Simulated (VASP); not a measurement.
## Mn2Al2Cu: single point with PBE

Crystal: Mn2Al2Cu.

```
Mn Al Cu
1.0
     3.62104    0.00000    0.00000
    -1.81052    3.13591    0.00000
     0.00000    0.00000    8.23602
Mn Al Cu
2 2 1
Direct
  0.33333 0.66667 0.00000
  0.66667 0.33333 0.00000
  0.00000 0.00000 0.20667
  0.00000 0.00000 0.79333
  0.00000 0.00000 0.50000
```

The cell was generated, and may not be a known phase.

```json
{
  "Program": "VASP 6.6.1",
  "Task": "single point",
  "Functional": "PBE",
  "Potentials or basis": "VASP PAW PBE potentials, release 64 (Mn_pv, Al, Cu)",
  "Cutoff": "520 eV",
  "k mesh": "12 × 12 × 6",
  "Occupations": "gaussian, width 0.1 eV",
  "Spin": "no spin polarisation",
  "Dipole correction": "no",
  "Further INCAR settings": "ALGO = Fast; EDIFF = 1e-06; NBANDS = 30"
}
```

* Pressure: 0.2 GPa
* Largest force: 0.024 eV/Å
* Band gap on the k mesh: zero (an odd number of electrons rules out a gap without spin polarisation)

Forces in eV/Å, atoms in the order of the input:
```
Mn   0.000  0.000  0.000
Mn   0.000  0.000  0.000
Al   0.000  0.000 -0.024
Al   0.000  0.000  0.024
Cu   0.000  0.000  0.000
```

Stress tensor (GPa, compression positive):
```
0.30 0.00 0.00
0.00 0.30 0.00
0.00 0.00 0.09
```

Levels at points of the mesh, in eV from the Fermi level:
| k point | band 18 | band 19 | band 20 | band 21 | band 22 | band 23 | band 24 | band 25 | band 26 | band 27 |
| --- | --- | --- | --- | --- | --- | --- | --- | --- | --- | --- |
| (0.00, 0.00, 0.00) | -1.41 | -1.41 | -1.04 | -1.04 | 0.23 | 0.23 | 0.62 | 0.68 | 3.98 | 6.51 |
| (0.50, 0.00, 0.00) | -1.55 | -1.18 | -0.70 | -0.39 | -0.06 | 1.16 | 1.21 | 1.32 | 1.61 | 2.19 |
| (0.00, 0.00, 0.50) | -1.40 | -1.40 | -1.04 | -1.04 | -0.64 | 0.23 | 0.23 | 0.68 | 6.37 | 6.80 |
| (0.50, 0.00, 0.50) | -1.59 | -1.18 | -0.76 | -0.52 | 0.53 | 0.67 | 1.16 | 1.61 | 2.31 | 2.46 |

Run time: 9 min on 1 thread of Intel Xeon 8259CL, with other jobs on the host, peak memory 0.36 GiB.

Caveat: atoms lie so close that the PAW spheres overlap strongly, which falsifies energies and pressures; the run has no spin polarisation, though such a crystal can be magnetic. Spin polarisation is off, so any magnetic state and its effect on volume and gap are missing.
